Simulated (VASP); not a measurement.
# As (R-3m) in VASP: notebook

As is run at these levels: LDA; tasks: electric field gradients, density of states.

Program: VASP 6.6.1. These are calculated values, not measurements. Logs are shortened: lines on timing, memory, paths and dates and some standing lists are left out, and cuts for length are marked.

## 1. The cell of the first run

It takes space group R-3m (No. 166, trigonal). Conventional cell: a = 3.809 Å, b = 3.809 Å, c = 10.595 Å, α = 90.00°, β = 90.00°, γ = 120.00°. Within 3.4 Å of As (site symmetry 3m) lie 6 As at 2.55 to 3.14 Å.

## 2. Electric field gradients, LDA (volume scaled by 1.04)

File INCAR:

```
SYSTEM = As
  PREC = Accurate
  ENCUT = 520
  EDIFF = 1E-8
  ISMEAR = -1
  SIGMA = 0.05
  LREAL = .FALSE.
  LASPH = .TRUE.
  NELM = 100
  ALGO = Normal
  ISIF = 2
  LWAVE = .FALSE.
  LCHARG = .FALSE.
  GGA = CA
  LEFG = .TRUE.
  NBANDS = 12
```

File KPOINTS:

```
Automatic mesh
0
G
  13 13 13
  0 0 0
```

File POSCAR:

```
As
1.0
    1.9044858397      1.0995554122      3.5316406550
   -1.9044858397      1.0995554122      3.5316406550
    0.0000000000     -2.1991108244      3.5316406550
As
2
Direct
    0.2275400000      0.2275400000      0.2275400000
    0.7724600000      0.7724600000      0.7724600000
```

Potentials or basis: VASP PAW LDA potentials, release 64 (As).

The run is started by

```console
$ cat potpaw_LDA.64/As/POTCAR > POTCAR
$ mpirun -np 1 vasp_std > vasp.out
```

OUTCAR:

```text
SYSTEM = As
   PREC = Accurate
   ENCUT = 520
   EDIFF = 1E-8
   ISMEAR = -1
   LREAL = .FALSE.
   LASPH = .TRUE.
   NELM = 100
   ISIF = 2
   GGA = CA

 ion  position               nearest neighbor table
   1  0.228  0.228  0.228-   2 2.55   2 2.55   2 2.55
   2  0.772  0.772  0.772-   1 2.55   1 2.55   1 2.55

  LATTYP: Found a trigonal (rhomboedric) cell.
 ALAT       =     4.1603574527
 COS(alpha) =     0.5808936906

  Lattice vectors:

 A1 = (   1.9044858397,   1.0995554122,   3.5316406550)
 A2 = (  -1.9044858397,   1.0995554122,   3.5316406550)
 A3 = (   0.0000000000,  -2.1991108244,   3.5316406550)

Analysis of symmetry for initial positions (statically):
=====================================================================
 Subroutine PRICEL returns:
 Original cell was already a primitive cell.

 Routine SETGRP: Setting up the symmetry group for a
 trigonal (rhombohedral) supercell.

 Subroutine GETGRP returns: Found 12 space group operations
 (whereof 12 operations were pure point group operations)
 out of a pool of 12 trial point group operations.

The static configuration has the point symmetry D_3d.

Analysis of symmetry for dynamics (positions and initial velocities):
=====================================================================
 Subroutine PRICEL returns:
 Original cell was already a primitive cell.

 Routine SETGRP: Setting up the symmetry group for a
 trigonal (rhombohedral) supercell.

 Subroutine GETGRP returns: Found 12 space group operations
 (whereof 12 operations were pure point group operations)
 out of a pool of 12 trial point group operations.

The dynamic configuration has the point symmetry D_3d.

 Subroutine INISYM returns: Found 12 space group operations
 (whereof 12 operations are pure point group operations),
 and found     1 'primitive' translations

----------------------------------------------------------------------------------------

                                     Primitive cell

  volume of cell :      44.3734

  direct lattice vectors                    reciprocal lattice vectors
     1.904485840  1.099555412  3.531640655     0.262538051  0.151576414  0.094384839
    -1.904485840  1.099555412  3.531640655    -0.262538051  0.151576414  0.094384839
     0.000000000 -2.199110824  3.531640655     0.000000000 -0.303152829  0.094384839

  length of vectors
[... 130 lines left out ...]

 E-fermi :   5.1188     XC(G=0): -10.0395

 val. band max:        5.0722003449   @ k =   0.4615   0.0769   0.0769
 cond. band min:       5.1817385216   @ k =   0.3846   0.1538   0.1538
 fundamental gap:      0.1095381767
 Fermi energy:         5.1187765047

 k-point     1 :       0.0000    0.0000    0.0000
  band No.  band energies     occupation
      1      -9.6467      2.00000
      2      -0.9329      2.00000
      3       2.6914      2.00000
      4       3.1786      2.00000
      5       3.1786      2.00000
      6       6.8225      0.00000
      7       7.9591      0.00000
      8       7.9591      0.00000
      9      11.9052      0.00000
     10      11.9052      0.00000
     11      12.2409      0.00000
     12      13.8070      0.00000
[... 331 lines left out ...]
 k-point    24 :       0.4615    0.1538   -0.0000
  band No.  band energies     occupation
      1      -7.4534      2.00000
      2      -5.0174      2.00000
      3       1.0977      2.00000
      4       1.7880      2.00000
      5       3.3166      2.00000
      6       6.6757      0.00000
      7       6.8869      0.00000
      8       7.9344      0.00000
      9      11.6887      0.00000
     10      14.7099      0.00000
     11      15.1573      0.00000
     12      16.8917      0.00000

 [... further k-points ...]
[... 5 lines left out ...]
  --------------------------------------------------------------------------------------
  -------------------------------------------------------------------------------------
  Total       -1.0751887     -1.0751887     -1.0994549      0.0000000      0.0000000      0.0000000
  in kB      -38.8215302    -38.8215302    -39.6977035      0.0000000      0.0000000      0.0000000
  external PRESSURE =     -39.1135880 kB  Pullay stress =       0.0000000 kB

 VOLUME and BASIS-vectors are now :
 -----------------------------------------------------------------------------
  energy-cutoff  :      520.00
  volume of cell :       44.37
      direct lattice vectors                 reciprocal lattice vectors
     1.904485840  1.099555412  3.531640655     0.262538051  0.151576414  0.094384839
    -1.904485840  1.099555412  3.531640655    -0.262538051  0.151576414  0.094384839
     0.000000000 -2.199110824  3.531640655     0.000000000 -0.303152829  0.094384839

 POSITION                                       TOTAL-FORCE (eV/Angst)
 -----------------------------------------------------------------------------------
      0.00000      0.00000      2.41077         0.000000      0.000000     -0.110158
      0.00000      0.00000      8.18415         0.000000     -0.000000      0.110158
 -----------------------------------------------------------------------------------
    total drift:                               -0.000000      0.000000     -0.000000

  FREE ENERGIE OF THE ION-ELECTRON SYSTEM (eV)
  ---------------------------------------------------
  free  energy   TOTEN  =       -10.7405477577 eV

  energy  without entropy=      -10.7395815760  energy(sigma->0) =      -10.74006467

 Electric field gradients (V/A^2)
---------------------------------------------------------------------
 ion       V_xx      V_yy      V_zz      V_xy      V_xz      V_yz
---------------------------------------------------------------------
   1      22.691    22.691   -45.382    -0.000     0.000     0.000
   2      22.691    22.691   -45.382     0.000     0.000     0.000
---------------------------------------------------------------------

 Electric field gradients after diagonalization (V/A^2)
 (convention: |V_zz| > |V_xx| > |V_yy|)
----------------------------------------------------------------------
 ion       V_xx      V_yy      V_zz     asymmetry (V_yy - V_xx)/ V_zz
----------------------------------------------------------------------
   1      22.691    22.691   -45.382       0.000
   2      22.691    22.691   -45.382       0.000
----------------------------------------------------------------------

           NMR quadrupolar parameters

 Cq : quadrupolar parameter    Cq=e*Q*V_zz/h
 eta: asymmetry parameters     (V_yy - V_xx)/ V_zz
 Q  : nuclear electric quadrupole moment in mb (millibarn)
----------------------------------------------------------------------
 ion       Cq(MHz)       eta       Q (mb)
----------------------------------------------------------------------
   1      -0.110       0.000       1.000
   2      -0.110       0.000       1.000
----------------------------------------------------------------------
```

stdout:

```text
POSCAR found type information on POSCAR As
 POSCAR found :  1 types and       2 ions
 scaLAPACK will be used
 LDA part: xc-table for (Slater(with rela. corr.)+CA(PZ))
 , standard interpolation
 POSCAR, INCAR and KPOINTS ok, starting setup
 FFT: planning ... GRIDC
 FFT: planning ... GRID_SOFT
 FFT: planning ... GRID
 WAVECAR not read
 entering main loop
ion   1

ion   2
```

Run time: 33 s. Hardware: 1 thread of Intel Xeon 6975P-C (Granite Rapids), shared host; peak memory 0.23 GiB.

Results:

```
Free energy            : -10.7405 eV
Pressure               : -3.9 GPa
Largest force          : 0.110 eV/Å
Band gap on the k mesh : zero (band 5 reaches 5.24 eV, above the bottom of band 6 at 4.90 eV)
```

Forces in eV/Å, atoms in the order of the input:
```
As   0.000  0.000 -0.110
As   0.000  0.000  0.110
```

Electric field gradients, principal values (V/Å²):
```
atom   least  middle  greatest (by size)
1 As  22.691  22.691             -45.382
2 As  22.691  22.691             -45.382
```

Caveat: without QUAD_EFG the Cq values of the log hold for a quadrupole moment of 1 mb, not for the nuclei.

## 3. Electric field gradients, LDA (equal xx and yy strain of +2 %)

File INCAR:

```
ALGO = Normal ; EDIFF = 1E-8
ENCUT = 520 ; ISIF = 2
ISMEAR = -1 ; LASPH = T
LCHARG = F ; LEFG = T
LREAL = F ; LWAVE = F
NBANDS = 12 ; NELM = 100
PREC = Accurate ; SIGMA = 0.05
```

File KPOINTS:

```
k-points
0
Gamma
  13 13 13
```

File POSCAR:

```
As
1.0
    1.9173444466      1.1069793324      3.4857700000
   -1.9173444466      1.1069793324      3.4857700000
    0.0000000000     -2.2139586648      3.4857700000
As
2
Direct
    0.2275400000      0.2275400000      0.2275400000
    0.7724600000      0.7724600000      0.7724600000
```

Potentials or basis: VASP PAW LDA potentials, release 64 (As).

The run is started by

```console
$ cat potpaw_LDA.64/As/POTCAR > POTCAR
$ mpirun -np 1 vasp_std > vasp.out
```

OUTCAR:

```text
EDIFF = 1E-8
   ENCUT = 520
   ISIF = 2
   ISMEAR = -1
   LASPH = T
   LREAL = F
   NELM = 100
   PREC = Accurate

 ion  position               nearest neighbor table
   1  0.228  0.228  0.228-   2 2.55   2 2.55   2 2.55
   2  0.772  0.772  0.772-   1 2.55   1 2.55   1 2.55

  LATTYP: Found a trigonal (rhomboedric) cell.
 ALAT       =     4.1294316149
 COS(alpha) =     0.5688288257

  Lattice vectors:

 A1 = (   1.9173444466,   1.1069793324,   3.4857700000)
 A2 = (  -1.9173444466,   1.1069793324,   3.4857700000)
 A3 = (   0.0000000000,  -2.2139586648,   3.4857700000)

Analysis of symmetry for initial positions (statically):
[... 569 lines left out ...]
  free  energy   TOTEN  =       -10.7383611493 eV

  energy  without entropy=      -10.7374456378  energy(sigma->0) =      -10.73790339

 Electric field gradients (V/A^2)
---------------------------------------------------------------------
 ion       V_xx      V_yy      V_zz      V_xy      V_xz      V_yz
---------------------------------------------------------------------
   1      24.120    24.120   -48.241    -0.000     0.000    -0.000
   2      24.120    24.120   -48.241    -0.000     0.000    -0.000
---------------------------------------------------------------------

 Electric field gradients after diagonalization (V/A^2)
 (convention: |V_zz| > |V_xx| > |V_yy|)
----------------------------------------------------------------------
 ion       V_xx      V_yy      V_zz     asymmetry (V_yy - V_xx)/ V_zz
----------------------------------------------------------------------
   1      24.120    24.120   -48.241       0.000
   2      24.120    24.120   -48.241       0.000
----------------------------------------------------------------------

           NMR quadrupolar parameters

 Cq : quadrupolar parameter    Cq=e*Q*V_zz/h
 eta: asymmetry parameters     (V_yy - V_xx)/ V_zz
 Q  : nuclear electric quadrupole moment in mb (millibarn)
----------------------------------------------------------------------
 ion       Cq(MHz)       eta       Q (mb)
----------------------------------------------------------------------
   1      -0.117       0.000       1.000
   2      -0.117       0.000       1.000
----------------------------------------------------------------------
```

OSZICAR:

```text
N       E                     dE             d eps       ncg     rms          rms(c)
DAV:   1     0.276522572195E+02    0.27652E+02   -0.41690E+03  5544   0.691E+02
DAV:   2    -0.908482112542E+01   -0.36737E+02   -0.35186E+02  7448   0.110E+02
DAV:   3    -0.107700600356E+02   -0.16852E+01   -0.16794E+01  6968   0.242E+01
DAV:   4    -0.107793939522E+02   -0.93339E-02   -0.93331E-02  6304   0.205E+00
DAV:   5    -0.107794207348E+02   -0.26783E-04   -0.26782E-04  7016   0.119E-01    0.332E+00
DAV:   6    -0.107524234842E+02    0.26997E-01   -0.74363E-03  6240   0.447E-01    0.195E+00
DAV:   7    -0.107383811341E+02    0.14042E-01   -0.14594E-02  6336   0.642E-01    0.715E-02
DAV:   8    -0.107383561989E+02    0.24935E-04   -0.49916E-04  6436   0.138E-01    0.239E-02
DAV:   9    -0.107383611956E+02   -0.49967E-05   -0.29888E-05  6812   0.311E-02    0.914E-03
DAV:  10    -0.107383610607E+02    0.13489E-06   -0.17589E-06  6520   0.709E-03    0.249E-03
DAV:  11    -0.107383611555E+02   -0.94817E-07   -0.14815E-07  6620   0.244E-03    0.607E-04
DAV:  12    -0.107383611493E+02    0.62403E-08   -0.21693E-08  6216   0.703E-04
   1 F= -.10738361E+02 E0= -.10737903E+02  d E =-.915511E-03
```

stdout:

```text
POSCAR found type information on POSCAR As
 POSCAR found :  1 types and       2 ions
 scaLAPACK will be used
 LDA part: xc-table for (Slater(with rela. corr.)+CA(PZ))
 , standard interpolation
 POSCAR, INCAR and KPOINTS ok, starting setup
 FFT: planning ... GRIDC
 FFT: planning ... GRID_SOFT
 FFT: planning ... GRID
 WAVECAR not read
 entering main loop
ion   1

ion   2
```

Wall time 33 s (1 thread of Intel Xeon 6975P-C (Granite Rapids), shared host); peak memory 0.23 GiB.

What came out:

| Item | Value |
| --- | --- |
| Free energy | -10.7384 eV |
| Pressure | -4.2 GPa |
| Largest force | 0.046 eV/Å |
| Band gap on the k mesh | zero (band 5 reaches 5.12 eV, above the bottom of band 6 at 4.90 eV) |

Forces in eV/Å, atoms in the order of the input:
```
As   0.000  0.000 -0.046
As   0.000  0.000  0.046
```

Stress tensor (GPa, compression positive):
```
-4.59  0.00  0.00
 0.00 -4.59  0.00
 0.00  0.00 -3.54
```

Levels at points of the mesh, in eV from the Fermi level:
| k point | band 1 | band 2 | band 3 | band 4 | band 5 | band 6 | band 7 | band 8 | band 9 | band 10 |
| --- | --- | --- | --- | --- | --- | --- | --- | --- | --- | --- |
| (0.00, 0.00, 0.00) | -14.70 | -5.97 | -2.23 | -1.97 | -1.97 | 1.75 | 2.89 | 2.89 | 6.73 | 6.73 |

Electric field gradients, principal values (V/Å²):
```
atom   least  middle  greatest (by size)
1 As  24.120  24.120             -48.241
2 As  24.120  24.120             -48.241
```

Caveat: the cell differs from its parent crystal (equal xx and yy strain of +2 %); without QUAD_EFG the Cq values of the log hold for a quadrupole moment of 1 mb, not for the nuclei.

[end of part 1 of 3]
